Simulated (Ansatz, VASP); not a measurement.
**Si16N: VASP beside Ansatz**

```
Si N
1.0
     0.00000    5.43000    5.43000
     5.43000    0.00000    5.43000
     5.43000    5.43000    0.00000
Si N
16 1
Direct
  0.01337 0.99119 0.99301
  0.16496 0.09674 0.11014
  0.03186 0.97558 0.48447
  0.12878 0.11898 0.61866
  0.02909 0.47190 0.99461
  0.12973 0.61639 0.12227
  0.98259 0.49301 0.49559
  0.10477 0.60852 0.63081
  0.54083 0.97411 0.97681
  0.63781 0.11172 0.11530
  0.50314 0.01888 0.48795
  0.66414 0.12930 0.58056
  0.50373 0.48556 0.01301
  0.65933 0.57452 0.13806
  0.44552 0.60346 0.49987
  0.61164 0.65245 0.64465
  0.64887 0.39558 0.41112
```

Alike in both runs: functional PBE; dispersion D3(BJ); k mesh 2 × 2 × 2; occupations fermi-dirac, width 0.05 eV; collinear spin.

Ansatz relaxed the structure, and its values are those at the end. VASP's run is a single point on that final structure, the one shown.

```csv
,VASP,Ansatz
version,VASP 6.6.1,Ansatz 0.2.0
potentials or method,"VASP PAW PBE potentials, release 64 (Si, N), cutoff 520 eV","scalar-relativistic, plane waves, PAW"
valence electrons in the cell,69,69
```

|  | VASP | Ansatz | Ansatz less VASP |
| --- | --- | --- | --- |
| rms of the force components (eV/Å) | 0.025 | 0.025 | -0.0001 |
| net moment per atom (μB) | 0.00 | 0.00 | 0.000 |

Ansatz's warnings: dispersion switch in reach, seeded moment not kept.

The k mesh is coarse, so the values compare programs but aren't converged.
